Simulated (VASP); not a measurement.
# Ni3O4 (Amm2) in VASP: a series of runs, part 2 of 2

VASP 6.6.1. Earlier steps stand in the parts before.

## Step 3: Single point, PBEsol (atoms displaced along a vibrational mode)

INCAR reads:

```
SYSTEM = Ni3O4
PREC = Accurate
ENCUT = 520
EDIFF = 1E-7
ISMEAR = 0
SIGMA = 0.15
LREAL = .FALSE.
LASPH = .TRUE.
NELM = 100
ALGO = Normal
ISIF = 2
LWAVE = .FALSE.
LCHARG = .FALSE.
GGA = PS
NBANDS = 36
```

KPOINTS reads:

```
Automatic mesh
0
G
  8 8 14
  0 0 0
```

POSCAR reads:

```
Ni3O4
1.0
    2.9242323582     -3.9238236797      0.0000000000
    2.9242323582      3.9238236797      0.0000000000
    0.0000000000      0.0000000000      2.8472645958
Ni O
3 4
Direct
    0.4999198279      0.0000859287      0.5000000000
    0.0000859287      0.4999198279      0.5000000000
    0.0013684373      0.0013684373      0.0000000000
    0.7853241069      0.7853241069      0.5000000000
    0.2095463417      0.2095463417      0.5000000000
    0.2372085620      0.7628796674      0.0000000000
    0.7628796674      0.2372085620      0.0000000000
```

Potentials or basis: VASP PAW PBE potentials, release 64 (Ni, O).

Launch:

```
$ cat potpaw_PBE.64/Ni/POTCAR potpaw_PBE.64/O/POTCAR > POTCAR
$ mpirun -np 1 vasp_std > vasp.out
```

OUTCAR:

```text
SYSTEM = Ni3O4
   PREC = Accurate
   ENCUT = 520
   EDIFF = 1E-7
   ISMEAR = 0
   LREAL = .FALSE.
   LASPH = .TRUE.
   NELM = 100
   ISIF = 2
   GGA = PS

 ion  position               nearest neighbor table
   1  0.500  0.000  0.500-   4 1.97   5 1.98   6 2.04   6 2.04   7 2.04   7 2.04   3 2.83   3 2.83
                             3 2.84   3 2.84   2 2.92   2 2.92
   2  0.000  0.500  0.500-   4 1.97   5 1.98   7 2.04   7 2.04   6 2.04   6 2.04   3 2.83   3 2.83
                             3 2.84   3 2.84   1 2.92   1 2.92
   3  0.001  0.001  0.000-   6 1.86   7 1.86   5 1.87   5 1.87   4 1.90   4 1.90   1 2.83   2 2.83
                             1 2.83   2 2.83   2 2.84   2 2.84   1 2.84   1 2.84
   4  0.785  0.785  0.500-   3 1.90   3 1.90   1 1.97   2 1.97
   5  0.210  0.210  0.500-   3 1.87   3 1.87   1 1.98   2 1.98
   6  0.237  0.763  0.000-   3 1.86   1 2.04   1 2.04   2 2.04   2 2.04
   7  0.763  0.237  0.000-   3 1.86   2 2.04   2 2.04   1 2.04   1 2.04

  LATTYP: Found a base centered orthorhombic cell.
 ALAT       =     5.8484647164
 B/A-ratio  =     1.3418303332
 C/A-ratio  =     0.4868396637

  Lattice vectors:

 A1 = (   2.9242323582,  -3.9238236797,   0.0000000000)
 A2 = (   2.9242323582,   3.9238236797,   0.0000000000)
 A3 = (   0.0000000000,   0.0000000000,   2.8472645958)

Analysis of symmetry for initial positions (statically):
=====================================================================
 Subroutine PRICEL returns:
 Original cell was already a primitive cell.

 Routine SETGRP: Setting up the symmetry group for a
 base centered orthorhombic supercell.

 Subroutine GETGRP returns: Found  4 space group operations
 (whereof  4 operations were pure point group operations)
 out of a pool of  8 trial point group operations.

The static configuration has the point symmetry C_2v.

Analysis of symmetry for dynamics (positions and initial velocities):
[... 144 lines left out ...]
  Thomas-Fermi vector in A             =   2.642979
   LORBIT       =      0    0 simple, 1 ext, 2 COOP (PROOUT), +10 PAW based schemes
   GGA     = PS    functional components
   LHFCALC =     F    Hartree Fock is set to
   AEXX    =    0.0000 exact exchange contribution
   IVDW    =     0    specifies the selected vdW correction
   LEPSILON=     F    determine dielectric tensor
   LRPA    =     F    only Hartree local field effects (RPA)
 non-spin polarized calculation
 Gauss-broadening in eV      SIGMA  =   0.15
  energy-cutoff  :      520.00
  volume of cell :       65.34
 maximum number of plane-waves:      1781
   NGX = 19   NGY = 19   NGZ = 11

 number of electron      54.0000037 magnetization

 Free energy of the ion-electron system (eV)
  ---------------------------------------------------
  ext. energy  EPLUGINS =         0.00000000
  ---------------------------------------------------
  free energy    TOTEN  =       -44.25267529 eV

  energy without entropy =      -44.19960367  energy(sigma->0) =      -44.22613948

 E-fermi :   6.4457     XC(G=0): -12.2446

 val. band max:        6.4442462754   @ k =   0.3750  -0.0000   0.5000
 cond. band min:       6.4503882545   @ k =  -0.3750   0.3750   0.1429
 fundamental gap:      0.0061419791
 Fermi energy:         6.4456538740

 k-point     1 :       0.0000    0.0000    0.0000
  band No.  band energies     occupation
      1     -14.4793      2.00000
      2     -12.7324      2.00000
      3     -12.5638      2.00000
      4     -12.3880      2.00000
      5      -2.2097      2.00000
      6      -1.3355      2.00000
[... 925 lines left out ...]
     35      16.2716      0.00000
     36      17.5906      0.00000

 [... further k-points ...]

------------------------ aborting loop because EDIFF is reached ----------------------------------------

  FORCE on cell =-STRESS in cart. coord.  units (eV):
  Direction    XX          YY          ZZ          XY          YZ          ZX
  --------------------------------------------------------------------------------------
  -------------------------------------------------------------------------------------
  Total        0.0753997      0.1321910      0.1782923      0.0000000      0.0000000      0.0000000
  in kB        1.8488481      3.2414055      4.3718383      0.0000000      0.0000000      0.0000000
  external PRESSURE =       3.1540306 kB  Pullay stress =       0.0000000 kB

 VOLUME and BASIS-vectors are now :
 -----------------------------------------------------------------------------
  energy-cutoff  :      520.00
  volume of cell :       65.34
      direct lattice vectors                 reciprocal lattice vectors
     2.924232358 -3.923823680  0.000000000     0.170985045 -0.127426725  0.000000000
     2.924232358  3.923823680  0.000000000     0.170985045  0.127426725  0.000000000
     0.000000000  0.000000000  2.847264596     0.000000000  0.000000000  0.351214285

 POSITION                                       TOTAL-FORCE (eV/Angst)
 -----------------------------------------------------------------------------------
      1.46213     -1.96126      1.42363        -0.000794     -0.046679      0.000000
      1.46213      1.96126      1.42363        -0.000794      0.046679      0.000000
      0.00800      0.00000      0.00000        -0.580890      0.000000      0.000000
      4.59294      0.00000      1.42363         0.234635      0.000000      0.000000
      1.22552      0.00000      1.42363         0.358995      0.000000      0.000000
      2.92449      2.06264      0.00000        -0.005576     -0.056938      0.000000
      2.92449     -2.06264      0.00000        -0.005576      0.056938      0.000000
 -----------------------------------------------------------------------------------
    total drift:                               -0.000392      0.000000      0.000000

  FREE ENERGIE OF THE ION-ELECTRON SYSTEM (eV)
  ---------------------------------------------------
  free  energy   TOTEN  =       -44.2526752918 eV

  energy  without entropy=      -44.1996036748  energy(sigma->0) =      -44.22613948
```

OSZICAR:

```text
N       E                     dE             d eps       ncg     rms          rms(c)
[... 18 lines left out ...]
DAV:  19    -0.442530588160E+02    0.76047E-03   -0.47187E-04 18640   0.303E-01    0.285E-01
DAV:  20    -0.442528467999E+02    0.21202E-03   -0.25164E-04 18936   0.166E-01    0.185E-01
DAV:  21    -0.442527148314E+02    0.13197E-03   -0.15191E-04 19576   0.166E-01    0.838E-02
DAV:  22    -0.442526810682E+02    0.33763E-04   -0.60673E-05 20036   0.970E-02    0.301E-02
DAV:  23    -0.442526767223E+02    0.43458E-05   -0.99149E-06 18324   0.340E-02    0.142E-02
DAV:  24    -0.442526753941E+02    0.13282E-05   -0.38699E-06 17588   0.256E-02    0.317E-03
DAV:  25    -0.442526752799E+02    0.11419E-06   -0.79385E-07 15568   0.893E-03    0.612E-04
DAV:  26    -0.442526752918E+02   -0.11860E-07   -0.12564E-07  6904   0.507E-03
   1 F= -.44252675E+02 E0= -.44226139E+02  d E =-.530716E-01
```

stdout:

```text
POSCAR found type information on POSCAR NiO
 POSCAR found :  2 types and       7 ions
 scaLAPACK will be used
 -----------------------------------------------------------------------------
|                                                                             |
|                                                                             |
|     You enforced a specific xc type in the INCAR file but a different       |
|     I HOPE YOU KNOW WHAT YOU ARE DOING!                                     |
|                                                                             |
 -----------------------------------------------------------------------------

 LDA part: xc-table for (Slater+PW92), standard interpolation
 POSCAR, INCAR and KPOINTS ok, starting setup
 FFT: planning ... GRIDC
 FFT: planning ... GRID_SOFT
 FFT: planning ... GRID
 WAVECAR not read
 entering main loop
```

It took 3.9 min on 1 thread of Intel Xeon 6975P-C (Granite Rapids), shared host; peak memory 0.4 GiB.

What came out:

| Quantity | Value |
| --- | --- |
| Free energy | -44.2527 eV |
| Pressure | 0.3 GPa |
| Largest force | 0.581 eV/Å |
| Band gap on the k mesh | zero (bands 27 and 28 overlap by 0.33 eV) |

Forces in eV/Å, atoms in the order of the input:
```
Ni  -0.001 -0.047  0.000
Ni  -0.001  0.047  0.000
Ni  -0.581  0.000  0.000
O    0.235  0.000  0.000
O    0.359  0.000  0.000
O   -0.006 -0.057  0.000
O   -0.006  0.057  0.000
```

Stress tensor (GPa, compression positive):
```
0.18 0.00 0.00
0.00 0.32 0.00
0.00 0.00 0.44
```

Caveat: the cell differs from its parent crystal (atoms displaced along a vibrational mode); the PAW data sets were made with another functional, which shifts forces and pressure a little; the run has no spin polarisation, though such a crystal can be magnetic; semilocal functionals often make such compounds metallic where correlation or magnetic order opens a gap, which also shifts bond lengths.
